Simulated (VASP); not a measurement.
# Pb2O (Pn-3m) in VASP: further runs

Pb2O is run at these levels: r2SCAN; tasks: single point.

Program: VASP 6.6.1. These are calculated values, not measurements. Logs are shortened: lines on timing, memory, paths and dates and some standing lists are left out, and cuts for length are marked.

### Step 1. The cell of the first run

It takes space group Pn-3m (No. 224, cubic). Conventional cell: a = 5.376 Å, b = 5.376 Å, c = 5.376 Å, α = 90.00°, β = 90.00°, γ = 90.00°. Pb (site symmetry -3m) has 2 O at 2.33 Å within 3.1 Å. Within 3.1 Å of O (site symmetry -43m) lie 4 Pb at 2.33 Å.

### Step 2. Single point, r2SCAN

POSCAR reads:

```
Pb2O
1.0
    5.3763320000      0.0000000000      0.0000000000
    0.0000000000      5.3763320000      0.0000000000
    0.0000000000      0.0000000000      5.3763320000
Pb O
4 2
Direct
    0.2500000000      0.2500000000      0.2500000000
    0.7500000000      0.7500000000      0.2500000000
    0.2500000000      0.7500000000      0.7500000000
    0.7500000000      0.2500000000      0.7500000000
    0.0000000000      0.0000000000      0.0000000000
    0.5000000000      0.5000000000      0.5000000000
```

INCAR.step1 reads:

```
PREC = Accurate
ENCUT = 520
ISMEAR = -1
SIGMA = 0.1
LREAL = F
LASPH = T
NELM = 80
NBANDS = 43
GGA = PE
ALGO = Normal
EDIFF = 1E-4
LWAVE = T
LCHARG = F
```

INCAR.step2 reads:

```
PREC = Accurate
ENCUT = 520
EDIFF = 1E-6
ISMEAR = -1
SIGMA = 0.1
LREAL = F
LASPH = T
NELM = 80
ALGO = Normal
ISIF = 2
LWAVE = F
LCHARG = T
METAGGA = R2SCAN
LMIXTAU = T
LELF = T
LVHAR = T
NBANDS = 43
ISTART = 1
```

KPOINTS reads:

```
regular mesh
0
Gamma
  6 6 6
```

Potentials or basis: VASP PAW PBE potentials, release 64 (Pb_d, O).

Launch:

```sh
cat potpaw_PBE.64/Pb_d/POTCAR potpaw_PBE.64/O/POTCAR > POTCAR
cp INCAR.step1 INCAR
mpirun -np 1 vasp_std > vasp.out
cp INCAR.step2 INCAR
mpirun -np 1 vasp_std > vasp.out
```

OUTCAR:

```text
PREC = Accurate
   ENCUT = 520
   EDIFF = 1E-6
   ISMEAR = -1
   LREAL = F
   LASPH = T
   NELM = 80
   ISIF = 2
   METAGGA = R2SCAN
   ISTART = 1

 ion  position               nearest neighbor table
   1  0.250  0.250  0.250-   5 2.33   6 2.33   4 3.80   2 3.80   3 3.80   3 3.80   4 3.80   2 3.80
                             3 3.80   3 3.80   2 3.80   4 3.80   4 3.80   2 3.80
   2  0.750  0.750  0.250-   5 2.33   6 2.33   4 3.80   1 3.80   3 3.80   3 3.80   4 3.80   1 3.80
                             4 3.80   4 3.80   1 3.80   3 3.80   3 3.80   1 3.80
   3  0.250  0.750  0.750-   5 2.33   6 2.33   4 3.80   1 3.80   2 3.80   1 3.80   2 3.80   1 3.80
                             4 3.80   1 3.80   2 3.80   4 3.80   2 3.80   4 3.80
   4  0.750  0.250  0.750-   5 2.33   6 2.33   3 3.80   1 3.80   2 3.80   1 3.80   2 3.80   2 3.80
                             3 3.80   2 3.80   1 3.80   3 3.80   1 3.80   3 3.80
   5  0.000  0.000  0.000-   1 2.33   2 2.33   3 2.33   4 2.33
   6  0.500  0.500  0.500-   1 2.33   2 2.33   3 2.33   4 2.33

  LATTYP: Found a simple cubic cell.
 ALAT       =     5.3763320000

  Lattice vectors:

 A1 = (   5.3763320000,   0.0000000000,   0.0000000000)
 A2 = (   0.0000000000,   5.3763320000,   0.0000000000)
 A3 = (   0.0000000000,   0.0000000000,   5.3763320000)

Analysis of symmetry for initial positions (statically):
=====================================================================
 Subroutine PRICEL returns:
 Original cell was already a primitive cell.

 Routine SETGRP: Setting up the symmetry group for a
 simple cubic supercell.

 Subroutine GETGRP returns: Found 48 space group operations
 (whereof 24 operations were pure point group operations)
 out of a pool of 48 trial point group operations.

The static configuration has the point symmetry T_d .
 The point group associated with its full space group is O_h .

Analysis of symmetry for dynamics (positions and initial velocities):
=====================================================================
 Subroutine PRICEL returns:
 Original cell was already a primitive cell.

 Routine SETGRP: Setting up the symmetry group for a
 simple cubic supercell.

 Subroutine GETGRP returns: Found 48 space group operations
 (whereof 24 operations were pure point group operations)
 out of a pool of 48 trial point group operations.

The dynamic configuration has the point symmetry T_d .
 The point group associated with its full space group is O_h .

 Subroutine INISYM returns: Found 48 space group operations
 (whereof 24 operations are pure point group operations),
 and found     1 'primitive' translations

----------------------------------------------------------------------------------------

                                     Primitive cell

  volume of cell :     155.4026

  direct lattice vectors                    reciprocal lattice vectors
     5.376332000  0.000000000  0.000000000     0.186000418  0.000000000  0.000000000
     0.000000000  5.376332000  0.000000000     0.000000000  0.186000418  0.000000000
     0.000000000  0.000000000  5.376332000     0.000000000  0.000000000  0.186000418

  length of vectors
     5.376332000  5.376332000  5.376332000     0.186000418  0.186000418  0.186000418

  position of ions in fractional coordinates (direct lattice)
     0.250000000  0.250000000  0.250000000
     0.750000000  0.750000000  0.250000000
     0.250000000  0.750000000  0.750000000
     0.750000000  0.250000000  0.750000000
     0.000000000  0.000000000  0.000000000
     0.500000000  0.500000000  0.500000000

  ion indices of the primitive-cell ions
   primitive index   ion index
                 1           1
                 2           2
                 3           3
                 4           4
                 5           5
                 6           6

----------------------------------------------------------------------------------------

 KPOINTS: regular mesh

Automatic generation of k-mesh.
 Grid dimensions read from file:
 generate k-points for:    6    6    6

 Generating k-lattice:

  Cartesian coordinates                     Fractional coordinates (reciprocal lattice)
     0.031000070  0.000000000  0.000000000     0.166666667  0.000000000  0.000000000
     0.000000000  0.031000070  0.000000000     0.000000000  0.166666667  0.000000000
     0.000000000  0.000000000  0.031000070     0.000000000  0.000000000  0.166666667

  Length of vectors
     0.031000070  0.031000070  0.031000070

  Shift w.r.t. Gamma in fractional coordinates (k-lattice)
     0.000000000  0.000000000  0.000000000

 Subroutine IBZKPT returns following result:
 ===========================================

 Found     20 irreducible k-points:

 Following reciprocal coordinates:
            Coordinates               Weight
  0.000000  0.000000  0.000000      1.000000
  0.166667  0.000000  0.000000      6.000000
  0.333333  0.000000  0.000000      6.000000
  0.500000  0.000000  0.000000      3.000000
  0.166667  0.166667  0.000000     12.000000
  0.333333  0.166667  0.000000     24.000000
[... 12 lines left out ...]
  0.500000  0.500000  0.333333      6.000000
  0.500000  0.500000  0.500000      1.000000
   k-points           NKPTS =     20   k-points in BZ     NKDIM =     20   number of bands    NBANDS=     43
   number of dos      NEDOS =    301   number of ions     NIONS =      6
   total plane-waves  NPLWV =  64000
   dimension x,y,z NGX =    40 NGY =   40 NGZ =   40
   dimension x,y,z NGXF=    80 NGYF=   80 NGZF=   80
   ions per type =               4   2
   NGX,Y,Z   is equivalent  to a cutoff of  12.37, 12.37, 12.37 a.u.
   NGXF,Y,Z  is equivalent  to a cutoff of  24.74, 24.74, 24.74 a.u.
 SYSTEM =  unknown system
   PREC   = accura    normal or accurate (medium, high low for compatibility)
   ISTART =      1    job   : 0-new  1-cont  2-samecut
   ICHARG =      0    charge: 1-file 2-atom 10-const
   ISPIN  =      1    spin polarized calculation?
   LNONCOLLINEAR =      F non collinear calculations
   LSORBIT =      F    spin-orbit coupling
   LASPH  =      T    aspherical Exc in radial PAW
   ENCUT  =  520.0 eV  38.22 Ry    6.18 a.u.  10.00 10.00 10.00*2*pi/ulx,y,z
   NELM   =     80;   NELMIN=  2; NELMDL=  0     # of ELM steps
   EDIFF  = 0.1E-05   stopping-criterion for ELM
   LREAL  =      F    real-space projection
   EDIFFG = 0.1E-04   stopping-criterion for IOM
   NSW    =      0    number of steps for IOM
   IBRION =     -1    ionic relax: 0-MD 1-quasi-New 2-CG
   NFREE  =      0    steps in history (QN), initial steepest desc. (CG)
   ISIF   =      2    stress and relaxation
   ISYM   =      2    0-nonsym 1-usesym 2-fastsym
   POTIM  = 0.5000    time-step for ionic-motion
   TEBEG  =    0.0;   TEEND  =   0.0 temperature during run
   PSTRESS=    0.0 pullay stress
   NELECT =      68.0000    total number of electrons
   NUPDOWN=      -1.0000    fix difference up-down
   EMIN   =  10.00;   EMAX   =-10.00  energy-range for DOS
   EFERMI =   0.00;   METHOD = LEGACY
   ISMEAR =    -1;   SIGMA  =   0.10  broadening in eV -4-tet -1-fermi 0-gaus
   EFERMI_NEDOS =   21; number of points for ismear=-14 and -15
   IALGO  =     38    algorithm
   IMIX   =      4    mixing-type and parameters
     AMIX     =   0.40;   BMIX     =  1.00
     AMIX_MAG =   1.60;   BMIX_MAG =  1.00
  volume/ion in A,a.u.               =      25.90       174.78
  Fermi-wavevector in a.u.,A,eV,Ry     =   1.242868  2.348680 21.017208  1.544721
  Thomas-Fermi vector in A             =   2.377204
   LORBIT       =      0    0 simple, 1 ext, 2 COOP (PROOUT), +10 PAW based schemes
   METAGGA = R2SCAN    functional components
   LHFCALC =     F    Hartree Fock is set to
   AEXX    =    0.0000 exact exchange contribution
   IVDW    =     0    specifies the selected vdW correction
   LEPSILON=     F    determine dielectric tensor
   LRPA    =     F    only Hartree local field effects (RPA)
 non-spin polarized calculation
  energy-cutoff  :      520.00
  volume of cell :      155.40
 maximum number of plane-waves:      4224
 NGX is ok and might be reduce to    40
   NGX = 19   NGY = 19   NGZ = 19

 number of electron      68.0000032 magnetization

 Free energy of the ion-electron system (eV)
  ---------------------------------------------------
  ext. energy  EPLUGINS =         0.00000000
  ---------------------------------------------------
  free energy    TOTEN  =      -239.71453312 eV

  energy without entropy =     -239.66383942  energy(sigma->0) =     -239.68918627

 E-fermi :   4.9081     XC(G=0): -10.1384

 val. band max:        4.8801938973   @ k =   0.5000   0.3333   0.3333
 cond. band min:       4.9803424373   @ k =   0.5000   0.1667   0.1667
 fundamental gap:      0.1001485400
 Fermi energy:         4.9080914167

 k-point     1 :       0.0000    0.0000    0.0000
  band No.  band energies     occupation
      1     -14.6897      2.00000
      2     -13.6416      2.00000
      3     -12.2113      2.00000
      4     -12.2113      2.00000
      5     -12.1536      2.00000
      6     -12.1536      2.00000
[... 35 lines left out ...]
     42      11.0259      0.00000
     43      11.0259      0.00000

 k-point     2 :       0.1667    0.0000    0.0000
  band No.  band energies     occupation
      1     -14.6402      2.00000
      2     -13.7541      2.00000
      3     -12.2043      2.00000
      4     -12.1974      2.00000
      5     -12.1506      2.00000
      6     -12.1452      2.00000
[... 35 lines left out ...]
     42      11.3333      0.00000
     43      11.4185      0.00000

 k-point     3 :       0.3333    0.0000    0.0000
  band No.  band energies     occupation
      1     -14.4963      2.00000
      2     -14.0047      2.00000
      3     -12.1862      2.00000
      4     -12.1593      2.00000
      5     -12.1518      2.00000
      6     -12.1242      2.00000
[... 735 lines left out ...]
      6     -12.1312      2.00000
[... 35 lines left out ...]
     42      12.7129      0.00000
     43      12.8278      0.00000

 k-point    20 :       0.5000    0.5000    0.5000
  band No.  band energies     occupation
      1     -14.6812      2.00000
      2     -13.6550      2.00000
      3     -12.1513      2.00000
      4     -12.1513      2.00000
      5     -12.1513      2.00000
      6     -12.1343      2.00000
[... 35 lines left out ...]
     42      13.1258      0.00000
     43      13.1258      0.00000

------------------------ aborting loop because EDIFF is reached ----------------------------------------

  FORCE on cell =-STRESS in cart. coord.  units (eV):
  Direction    XX          YY          ZZ          XY          YZ          ZX
  --------------------------------------------------------------------------------------
  -------------------------------------------------------------------------------------
  Total        1.2642461      1.2642461      1.2642461     -0.0000000      0.0000000     -0.0000000
  in kB       13.0341876     13.0341876     13.0341876     -0.0000000      0.0000000     -0.0000000
  external PRESSURE =      13.0341876 kB  Pullay stress =       0.0000000 kB

 VOLUME and BASIS-vectors are now :
 -----------------------------------------------------------------------------
  energy-cutoff  :      520.00
  volume of cell :      155.40
      direct lattice vectors                 reciprocal lattice vectors
     5.376332000  0.000000000  0.000000000     0.186000418  0.000000000  0.000000000
     0.000000000  5.376332000  0.000000000     0.000000000  0.186000418  0.000000000
     0.000000000  0.000000000  5.376332000     0.000000000  0.000000000  0.186000418

 POSITION                                       TOTAL-FORCE (eV/Angst)
 -----------------------------------------------------------------------------------
      1.34408      1.34408      1.34408        -0.000000      0.000000      0.000000
      4.03225      4.03225      1.34408         0.000000     -0.000000     -0.000000
      1.34408      4.03225      4.03225         0.000000      0.000000     -0.000000
      4.03225      1.34408      4.03225        -0.000000     -0.000000      0.000000
      0.00000      0.00000      0.00000         0.000000      0.000000     -0.000000
      2.68817      2.68817      2.68817         0.000000     -0.000000     -0.000000
 -----------------------------------------------------------------------------------
    total drift:                                0.000000      0.000000     -0.000000

  FREE ENERGIE OF THE ION-ELECTRON SYSTEM (eV)
  ---------------------------------------------------
  free  energy   TOTEN  =      -239.7145331196 eV

  energy  without entropy=     -239.6638394179  energy(sigma->0) =     -239.68918627
```

It took 3.5 min on 1 thread of Intel Xeon 6975P-C (Granite Rapids), shared host; peak memory 0.31 GiB.

Results:

```
Free energy            : -239.7145 eV
Pressure               : 1.3 GPa
Band gap on the k mesh : zero (bands 34 and 35 overlap by 0.99 eV)
```

Caveat: the PAW data sets were made with another functional, which shifts forces and pressure a little; spin-orbit coupling is left out, which moves the levels of the heavy elements.

### Step 3. Single point, r2SCAN

This run uses another cell than the first one, of 26.43 Å³/atom.

POSCAR, as its differences from that of step 2:

```diff
@@ -2,5 +2,5 @@
 1.0
-    5.3763320000      0.0000000000      0.0000000000
-    0.0000000000      5.3763320000      0.0000000000
-    0.0000000000      0.0000000000      5.3763320000
+    5.4126596705      0.0000000000      0.0000000000
+    0.0000000000      5.4126596705      0.0000000000
+    0.0000000000      0.0000000000      5.4126596705
 Pb O
```

INCAR.step1 reads:

```
  PREC = Accurate
  ENCUT = 520
  ISMEAR = -1
  SIGMA = 0.1
  LREAL = F
  LASPH = T
  NELM = 100
  NBANDS = 43
  GGA = PE
  ALGO = Normal
  EDIFF = 1E-4
  LWAVE = T
  LCHARG = F
```

INCAR.step2 reads:

```
  PREC = Accurate
  ENCUT = 520
  EDIFF = 1E-6
  ISMEAR = -1
  SIGMA = 0.1
  LREAL = F
  LASPH = T
  NELM = 100
  ALGO = Normal
  ISIF = 2
  LWAVE = F
  LCHARG = F
  METAGGA = R2SCAN
  LMIXTAU = T
  NBANDS = 43
  ISTART = 1
```

KPOINTS is that of step 2.

Potentials or basis: VASP PAW PBE potentials, release 64 (Pb_d, O).

Launch:

```sh
cat potpaw_PBE.64/Pb_d/POTCAR potpaw_PBE.64/O/POTCAR > POTCAR
cp INCAR.step1 INCAR
mpirun -np 1 vasp_std > vasp.out
cp INCAR.step2 INCAR
mpirun -np 1 vasp_std > vasp.out
```

Run time: 3.1 min. Hardware: 1 thread of Intel Xeon 6975P-C (Granite Rapids), shared host; peak memory 0.31 GiB.

It converged, with:

```
Free energy            : -239.7308 eV
Pressure               : 0.1 GPa
Band gap on the k mesh : zero (bands 34 and 35 overlap by 0.96 eV)
```

Levels at points of the mesh, in eV from the Fermi level:
```
           k point  band 30  band 31  band 32  band 33  band 34  band 35  band 36  band 37  band 38  band 39
(0.00, 0.00, 0.00)    -2.08    -2.08    -0.66    -0.66    -0.66     2.11     2.11     2.11     3.02     5.66
(0.50, 0.00, 0.00)    -2.48    -1.07    -1.07    -0.59    -0.59     1.11     1.11     2.03     2.03     4.54
(0.50, 0.50, 0.00)    -3.17    -1.30    -1.30    -0.15    -0.15     1.51     1.51     1.99     1.99     4.64
(0.50, 0.50, 0.50)    -0.96    -0.96    -0.96    -0.89    -0.89    -0.89     1.66     4.70     4.70     4.70
```

Caveat: the PAW data sets were made with another functional, which shifts forces and pressure a little; spin-orbit coupling is left out, which moves the levels of the heavy elements.
